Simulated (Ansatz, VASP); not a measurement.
**Two plane-wave programs on Al**

INCAR

```
  PREC = Accurate
  ENCUT = 520
  EDIFF = 1E-6
  ISMEAR = 0
  SIGMA = 0.1
  LREAL = False
  LASPH = True
  NELM = 60
  ALGO = Normal
  ISIF = 2
  LWAVE = False
  LCHARG = False
  GGA = PE
  NBANDS = 8
```

The input KPOINTS:

```
regular mesh
0
Gamma
  6 6 6
```

Contents of POSCAR:

```
Al
1.0
    2.5070190800      0.0000000000      0.0000000000
    0.0000000000      2.5070190800      0.0000000000
    0.0000000000      0.0000000000      2.6681242400
Al
1
Direct
    0.0000000000      0.0000000000      0.5000000000
```

Input for Ansatz:

```yaml
crystal:
  lattice:
    - [2.50701908, 0.0, 0.0]
    - [0.0, 2.50701908, 0.0]
    - [0.0, 0.0, 2.66812424]
  atoms:
    - { symbol: Al, position: [0.0, 0.0, 0.5] }
basis:
  ecutwfc: 420
kpoints:
  mp_grid: { grid: [6, 6, 6] }
hamiltonian:
  xc: pbe
scf:
  occupations: { method: gaussian, width: 0.1 }
  lower_state_search: "off"
output:
  forces: true
  stress: true
  eigenvalues: true
```

Alike in both runs: task single point; functional PBE; k mesh 6 × 6 × 6; occupations gaussian, width 0.1 eV; no spin polarisation.

```csv
,VASP,Ansatz
version,VASP 6.6.1,Ansatz 0.2.0
potentials or method,"VASP PAW PBE potentials, release 64 (Al), cutoff 520 eV","scalar-relativistic, plane waves, PAW"
valence electrons in the cell,3,3
```

VASP gave:

* gap on the k mesh at the Fermi level (eV): none
* pressure (GPa): 16.4
* traceless stress, the component that is largest in VASP (GPa): -8.23

Question: What did Ansatz give for the same quantities?

Answer: gap on the k mesh at the Fermi level (eV): none; pressure (GPa): 16.4; traceless stress, the component that is largest in VASP (GPa): -8.21.

A gap of «none» marks a metal or a gap that the smearing closes.

The k mesh is coarse, so the values compare programs but aren't converged.
